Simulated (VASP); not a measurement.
# Fe (Im-3m) in VASP: notebook

Runs on Fe. Level: r2SCAN. Tasks: single point, relaxation of cell and atoms.

All numbers are computed with VASP 6.6.1; they aren't measurements. Logs are shortened: lines on timing, memory, paths and dates and some standing lists are left out, and cuts for length are marked.

## (1) The cell of the first run

The structure is cubic, space group Im-3m (No. 229). Conventional cell: a = 2.980 Å, b = 2.980 Å, c = 2.980 Å, α = 90.00°, β = 90.00°, γ = 90.00°. Within 3.4 Å of Fe (site symmetry m-3m) lie 14 Fe at 2.58 to 2.98 Å.

## (2) Single point, r2SCAN, collinear spin, ferromagnetic start (13.23 Å³/atom)

POSCAR

```
Fe
1.0
   -1.4897827096      1.4897827096      1.4897827096
    1.4897827096     -1.4897827096      1.4897827096
    1.4897827096      1.4897827096     -1.4897827096
Fe
1
Direct
    0.0000000000      0.0000000000      0.0000000000
```

INCAR.step1

```
PREC = Accurate
ENCUT = 520
ISMEAR = -1
SIGMA = 0.05
LREAL = False
LASPH = True
NELM = 150
ISPIN = 2
MAGMOM = 2.804
LMAXMIX = 4
NBANDS = 14
GGA = PE
ALGO = Normal
EDIFF = 1E-4
LWAVE = True
LCHARG = False
```

INCAR.step2

```
PREC = Accurate
ENCUT = 520
EDIFF = 1E-6
ISMEAR = -1
SIGMA = 0.05
LREAL = False
LASPH = True
NELM = 150
ALGO = Normal
ISIF = 2
LWAVE = False
LCHARG = False
ISPIN = 2
MAGMOM = 2.804
LORBIT = 11
LMAXMIX = 4
METAGGA = R2SCAN
LMIXTAU = True
NBANDS = 14
ISTART = 1
```

KPOINTS

```
Automatic mesh
0
Gamma
  25 25 25
```

Potentials or basis: VASP PAW PBE potentials, release 64 (Fe).

On the command line:

```
cat potpaw_PBE.64/Fe/POTCAR > POTCAR
cp INCAR.step1 INCAR
mpirun -np 1 vasp_std > vasp.out
cp INCAR.step2 INCAR
mpirun -np 1 vasp_std > vasp.out
```

OUTCAR:

```text
PREC = Accurate
   ENCUT = 520
   EDIFF = 1E-6
   ISMEAR = -1
   LREAL = False
   LASPH = True
   NELM = 150
   ISIF = 2
   ISPIN = 2
   LORBIT = 11
   METAGGA = R2SCAN
   ISTART = 1

 ion  position               nearest neighbor table
   1  0.000  0.000  0.000-

  LATTYP: Found a body centered cubic cell.
 ALAT       =     2.9795654192

  Lattice vectors:

 A1 = (  -1.4897827096,   1.4897827096,   1.4897827096)
 A2 = (   1.4897827096,  -1.4897827096,   1.4897827096)
 A3 = (   1.4897827096,   1.4897827096,  -1.4897827096)

Analysis of symmetry for initial positions (statically):
=====================================================================
 Subroutine PRICEL returns:
 Original cell was already a primitive cell.

 Routine SETGRP: Setting up the symmetry group for a
 body centered cubic supercell.

 Subroutine GETGRP returns: Found 48 space group operations
 (whereof 48 operations were pure point group operations)
 out of a pool of 48 trial point group operations.

The static configuration has the point symmetry O_h .

Analysis of symmetry for dynamics (positions and initial velocities):
=====================================================================
 Subroutine PRICEL returns:
 Original cell was already a primitive cell.

 Routine SETGRP: Setting up the symmetry group for a
 body centered cubic supercell.

 Subroutine GETGRP returns: Found 48 space group operations
 (whereof 48 operations were pure point group operations)
 out of a pool of 48 trial point group operations.

The dynamic configuration has the point symmetry O_h .

Analysis of structural, dynamic, and magnetic symmetry:
=====================================================================
 Subroutine PRICEL returns:
 Original cell was already a primitive cell.

 Routine SETGRP: Setting up the symmetry group for a
 body centered cubic supercell.

 Subroutine GETGRP returns: Found 48 space group operations
 (whereof 48 operations were pure point group operations)
 out of a pool of 48 trial point group operations.

The overall configuration has the point symmetry O_h .

 Subroutine INISYM returns: Found 48 space group operations
 (whereof 48 operations are pure point group operations),
 and found     1 'primitive' translations

----------------------------------------------------------------------------------------

                                     Primitive cell

  volume of cell :      13.2260

  direct lattice vectors                    reciprocal lattice vectors
    -1.489782710  1.489782710  1.489782710     0.000000000  0.335619414  0.335619414
     1.489782710 -1.489782710  1.489782710     0.335619414  0.000000000  0.335619414
     1.489782710  1.489782710 -1.489782710     0.335619414  0.335619414  0.000000000

  length of vectors
     2.580379345  2.580379345  2.580379345     0.474637527  0.474637527  0.474637527

  position of ions in fractional coordinates (direct lattice)
     0.000000000  0.000000000  0.000000000

  ion indices of the primitive-cell ions
   primitive index   ion index
                 1           1

----------------------------------------------------------------------------------------

 KPOINTS: Automatic mesh

Automatic generation of k-mesh.
 Grid dimensions read from file:
 generate k-points for:   25   25   25

 Generating k-lattice:

  Cartesian coordinates                     Fractional coordinates (reciprocal lattice)
     0.000000000  0.013424777  0.013424777     0.040000000  0.000000000  0.000000000
     0.013424777  0.000000000  0.013424777     0.000000000  0.040000000  0.000000000
     0.013424777  0.013424777  0.000000000     0.000000000  0.000000000  0.040000000

  Length of vectors
     0.018985501  0.018985501  0.018985501

  Shift w.r.t. Gamma in fractional coordinates (k-lattice)
     0.000000000  0.000000000  0.000000000

 Subroutine IBZKPT returns following result:
 ===========================================

 Found    455 irreducible k-points:

 Following reciprocal coordinates:
            Coordinates               Weight
  0.000000  0.000000  0.000000      1.000000
  0.040000  0.000000  0.000000     12.000000
  0.080000  0.000000  0.000000     12.000000
  0.120000  0.000000  0.000000     12.000000
  0.160000  0.000000  0.000000     12.000000
  0.200000  0.000000  0.000000     12.000000
[... 16 lines left out ...]
  0.400000  0.040000  0.000000     48.000000
  0.440000  0.040000  0.000000     48.000000
 [... further k-points ...]
   k-points           NKPTS =    455   k-points in BZ     NKDIM =    455   number of bands    NBANDS=     14
   number of dos      NEDOS =    301   number of ions     NIONS =      1
   total plane-waves  NPLWV =   8000
   dimension x,y,z NGX =    20 NGY =   20 NGZ =   20
   dimension x,y,z NGXF=    40 NGYF=   40 NGZF=   40
   ions per type =               1
   NGX,Y,Z   is equivalent  to a cutoff of  12.89, 12.89, 12.89 a.u.
   NGXF,Y,Z  is equivalent  to a cutoff of  25.77, 25.77, 25.77 a.u.
 SYSTEM =  unknown system
   PREC   = accura    normal or accurate (medium, high low for compatibility)
   ISTART =      1    job   : 0-new  1-cont  2-samecut
   ICHARG =      0    charge: 1-file 2-atom 10-const
   ISPIN  =      2    spin polarized calculation?
   LNONCOLLINEAR =      F non collinear calculations
   LSORBIT =      F    spin-orbit coupling
   LASPH  =      T    aspherical Exc in radial PAW
   ENCUT  =  520.0 eV  38.22 Ry    6.18 a.u.   4.80  4.80  4.80*2*pi/ulx,y,z
   NELM   =    150;   NELMIN=  2; NELMDL=  0     # of ELM steps
   EDIFF  = 0.1E-05   stopping-criterion for ELM
   LREAL  =      F    real-space projection
   EDIFFG = 0.1E-04   stopping-criterion for IOM
   NSW    =      0    number of steps for IOM
   IBRION =     -1    ionic relax: 0-MD 1-quasi-New 2-CG
   NFREE  =      0    steps in history (QN), initial steepest desc. (CG)
   ISIF   =      2    stress and relaxation
   ISYM   =      2    0-nonsym 1-usesym 2-fastsym
   POTIM  = 0.5000    time-step for ionic-motion
   TEBEG  =    0.0;   TEEND  =   0.0 temperature during run
   PSTRESS=    0.0 pullay stress
   NELECT =       8.0000    total number of electrons
   NUPDOWN=      -1.0000    fix difference up-down
   EMIN   =  10.00;   EMAX   =-10.00  energy-range for DOS
   EFERMI =   0.00;   METHOD = LEGACY
   ISMEAR =    -1;   SIGMA  =   0.05  broadening in eV -4-tet -1-fermi 0-gaus
   EFERMI_NEDOS =   21; number of points for ismear=-14 and -15
   IALGO  =     38    algorithm
   IMIX   =      4    mixing-type and parameters
     AMIX     =   0.40;   BMIX     =  1.00
     AMIX_MAG =   1.60;   BMIX_MAG =  1.00
  volume/ion in A,a.u.               =      13.23        89.25
  Fermi-wavevector in a.u.,A,eV,Ry     =   1.384507  2.616339 26.080468  1.916860
  Thomas-Fermi vector in A             =   2.509005
   LORBIT       =     11    0 simple, 1 ext, 2 COOP (PROOUT), +10 PAW based schemes
   METAGGA = R2SCAN    functional components
   LHFCALC =     F    Hartree Fock is set to
   AEXX    =    0.0000 exact exchange contribution
   IVDW    =     0    specifies the selected vdW correction
   LEPSILON=     F    determine dielectric tensor
   LRPA    =     F    only Hartree local field effects (RPA)
 spin polarized calculation
  energy-cutoff  :      520.00
  volume of cell :       13.23
 maximum number of plane-waves:       370
   NGX =  9   NGY =  9   NGZ =  9

 number of electron       8.0000009 magnetization       2.7829477

 Free energy of the ion-electron system (eV)
  ---------------------------------------------------
  ext. energy  EPLUGINS =         0.00000000
  ---------------------------------------------------
  free energy    TOTEN  =       -14.28059285 eV

  energy without entropy =      -14.27348229  energy(sigma->0) =      -14.27703757

 E-fermi :   4.6176     XC(G=0): -13.3077

 val. band max:        4.6167007480   @ k =   0.2400   0.0000   0.0000
 cond. band min:       4.6278319237   @ k =  -0.2400   0.2400   0.0400
 fundamental gap:      0.0111311757
 Fermi energy:         4.6176446132

 spin component 1

 k-point     1 :       0.0000    0.0000    0.0000
  band No.  band energies     occupation
      1      -3.4291      1.00000
      2       1.4072      1.00000
      3       1.4073      1.00000
      4       1.4073      1.00000
      5       2.3891      1.00000
      6       2.3891      1.00000
      7      28.8578      0.00000
      8      28.8578      0.00000
      9      28.8578      0.00000
     10      32.9944      0.00000
     11      32.9944      0.00000
     12      34.1346      0.00000
     13      34.1347      0.00000
     14      34.1347      0.00000
[... 375 lines left out ...]
 k-point    24 :       0.4400    0.0400    0.0000
  band No.  band energies     occupation
      1      -0.4534      1.00000
      2       0.6186      1.00000
      3       2.4014      1.00000
      4       2.4748      1.00000
      5       3.3436      1.00000
      6       4.8713      0.00622
      7      10.7024      0.00000
      8      21.7920      0.00000
      9      22.6923      0.00000
     10      26.5283      0.00000
     11      29.7468      0.00000
     12      36.9948      0.00000
     13      40.2060      0.00000
     14      42.8483      0.00000

 [... further k-points ...]

 spin component 2

 k-point     1 :       0.0000    0.0000    0.0000
  band No.  band energies     occupation
      1      -4.0680      1.00000
      2       5.0190      0.00033
      3       5.0190      0.00033
      4       5.0190      0.00033
      5       6.9722      0.00000
      6       6.9722      0.00000
      7      28.5038      0.00000
      8      28.5038      0.00000
      9      28.5038      0.00000
     10      33.5950      0.00000
     11      33.5951      0.00000
     12      35.8165      0.00000
     13      35.8165      0.00000
     14      36.7467      0.00000
[... 375 lines left out ...]
 k-point    24 :       0.4400    0.0400    0.0000
  band No.  band energies     occupation
      1       1.4305      1.00000
      2       3.8196      1.00000
      3       4.2963      0.99838
      4       6.7870      0.00000
      5       7.2265      0.00000
      6       7.6350      0.00000
      7      12.8721      0.00000
      8      21.9613      0.00000
      9      23.9793      0.00000
     10      27.4104      0.00000
     11      31.1729      0.00000
     12      37.6870      0.00000
     13      41.4951      0.00000
     14      44.6314      0.00000

 [... further k-points ...]

------------------------ aborting loop because EDIFF is reached ----------------------------------------

  FORCE on cell =-STRESS in cart. coord.  units (eV):
  Direction    XX          YY          ZZ          XY          YZ          ZX
  --------------------------------------------------------------------------------------
  -------------------------------------------------------------------------------------
  Total       -1.2913695     -1.2913695     -1.2913695      0.0000000      0.0000000      0.0000000
  in kB     -156.4344209   -156.4344209   -156.4344209      0.0000000      0.0000000      0.0000000
  external PRESSURE =    -156.4344209 kB  Pullay stress =       0.0000000 kB

 VOLUME and BASIS-vectors are now :
 -----------------------------------------------------------------------------
  energy-cutoff  :      520.00
  volume of cell :       13.23
      direct lattice vectors                 reciprocal lattice vectors
    -1.489782710  1.489782710  1.489782710     0.000000000  0.335619414  0.335619414
     1.489782710 -1.489782710  1.489782710     0.335619414  0.000000000  0.335619414
     1.489782710  1.489782710 -1.489782710     0.335619414  0.335619414  0.000000000

 POSITION                                       TOTAL-FORCE (eV/Angst)
 -----------------------------------------------------------------------------------
      0.00000      0.00000      0.00000        -0.000000      0.000000     -0.000000
 -----------------------------------------------------------------------------------
    total drift:                                0.000000     -0.000000      0.000000

  FREE ENERGIE OF THE ION-ELECTRON SYSTEM (eV)
  ---------------------------------------------------
  free  energy   TOTEN  =       -14.2805928498 eV

  energy  without entropy=      -14.2734822899  energy(sigma->0) =      -14.27703757

 total charge

# of ion       s       p       d       tot
------------------------------------------
    1        0.438   0.466   6.082   6.986

 magnetization (x)

# of ion       s       p       d       tot
------------------------------------------
    1       -0.007  -0.107   3.002   2.888
```

Run time: 6.8 min. Hardware: 1 thread of AMD EPYC 9R45 (Zen 5), shared host; peak memory 0.2 GiB.

What came out:

```yaml
Free_energy: -14.2806 eV
Pressure: -15.6 GPa
Net_moment: 2.78 μB per cell
Site_moments: Fe +2.89 μB
Valence_electrons_inside_the_program's_atomic_spheres: Fe 6.99
```

Caveat: the cell stands under tension; the PAW data sets were made with another functional, which shifts forces and pressure a little.

## (3) Relaxation of cell and atoms, r2SCAN, collinear spin, ferromagnetic start

This run uses another cell than the first one, of 11.78 Å³/atom.

POSCAR

```
Fe
1.0
   -1.4332500000      1.4332500000      1.4332500000
    1.4332500000     -1.4332500000      1.4332500000
    1.4332500000      1.4332500000     -1.4332500000
Fe
1
Direct
    0.0000000000      0.0000000000      0.0000000000
```

INCAR.step1

```
SYSTEM = Fe
ALGO = Normal
EDIFF = 1E-4
ENCUT = 600
GGA = PE
ISMEAR = -1
ISPIN = 2
LASPH = .True.
LCHARG = .False.
LMAXMIX = 4
LREAL = .False.
LWAVE = .True.
MAGMOM = 2.5
NELM = 150
PREC = Accurate
SIGMA = 0.05
```

INCAR.step2

```
SYSTEM = Fe
ALGO = Normal
EDIFF = 1E-7
EDIFFG = -0.01
ENCUT = 600
IBRION = 2
ISIF = 3
ISMEAR = -1
ISPIN = 2
ISTART = 1
LASPH = .True.
LCHARG = .False.
LMAXMIX = 4
LMIXTAU = .True.
LORBIT = 11
LREAL = .False.
LWAVE = .False.
MAGMOM = 2.5
METAGGA = R2SCAN
NELM = 150
NSW = 80
PREC = Accurate
SIGMA = 0.05
```

KPOINTS

```
k-points
0
Gamma
  15 15 15
  0 0 0
```

Potentials or basis: VASP PAW PBE potentials, release 64 (Fe).

On the command line:

```
cat potpaw_PBE.64/Fe/POTCAR > POTCAR
cp INCAR.step1 INCAR
mpirun -np 1 vasp_std > vasp.out
cp INCAR.step2 INCAR
mpirun -np 1 vasp_std > vasp.out
```

Wall time 84 s (1 thread of AMD EPYC 9R45 (Zen 5), shared host); peak memory 0.12 GiB.

It converged, with:

```
Free energy                                           : -14.3635 eV
Pressure after relaxing                               : 0.0 GPa
Net moment                                            : 2.67 μB per cell
Site moments                                          : Fe +2.74 μB
Valence electrons inside the program's atomic spheres : Fe 7.20
```

Final structure:
```yaml
crystal:
  lattice:
    - [-1.43325, 1.43325, 1.43325]
    - [1.43325, -1.43325, 1.43325]
    - [1.43325, 1.43325, -1.43325]
  atoms:
    - { symbol: Fe, position: [0.00000, 0.00000, 0.00000] }
```

Levels at points of the mesh, in eV from the Fermi level:
Spin up:
| k point | band 3 | band 4 | band 5 | band 6 | band 7 | band 8 |
| --- | --- | --- | --- | --- | --- | --- |
| (0.00, 0.00, 0.00) | -3.09 | -3.09 | -1.88 | -1.88 | 25.62 | 25.62 |
Spin down:
```tsv
k point	band 1	band 2	band 3	band 4	band 5	band 6	band 7
(0.00, 0.00, 0.00)	-9.12	0.37	0.37	0.37	2.56	2.56	25.27
```

Caveat: the relaxation stopped at its first step, so nothing moved; the PAW data sets were made with another functional, which shifts forces and pressure a little.

(Part 1 of 2 ends here.)
